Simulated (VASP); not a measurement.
A run of VASP 6.6.1 is set up as follows.

The input INCAR:

```
SYSTEM = Zn
PREC = Accurate
ENCUT = 520
EDIFF = 1E-7
ISMEAR = 0
SIGMA = 0.1
LREAL = .False.
LASPH = .True.
NELM = 80
ALGO = Fast
ISIF = 2
LWAVE = .False.
LCHARG = .False.
GGA = CA
NBANDS = 19
```

The input KPOINTS:

```
regular mesh
0
Gamma
  57 57 26
  0 0 0
```

POSCAR

```
Zn
1.0
    2.5630941546      0.0000000000      0.0000000000
   -1.2815470773      2.2197046501      0.0000000000
    0.0000000000      0.0000000000      4.6653978132
Zn
2
Direct
    0.3333333333      0.6666666667      0.2500000000
    0.6666666667      0.3333333333      0.7500000000
```

Potentials or basis: VASP PAW LDA potentials, release 64 (Zn).

Launch:

```console
$ cat potpaw_LDA.64/Zn/POTCAR > POTCAR
$ mpirun -np 1 vasp_std > vasp.out
```

(1) Predict the band gap on the k mesh.

(2) Predict the pressure.

Answers

(1) zero (bands 12 and 13 overlap by 4.52 eV).

(2) 2.8 GPa.
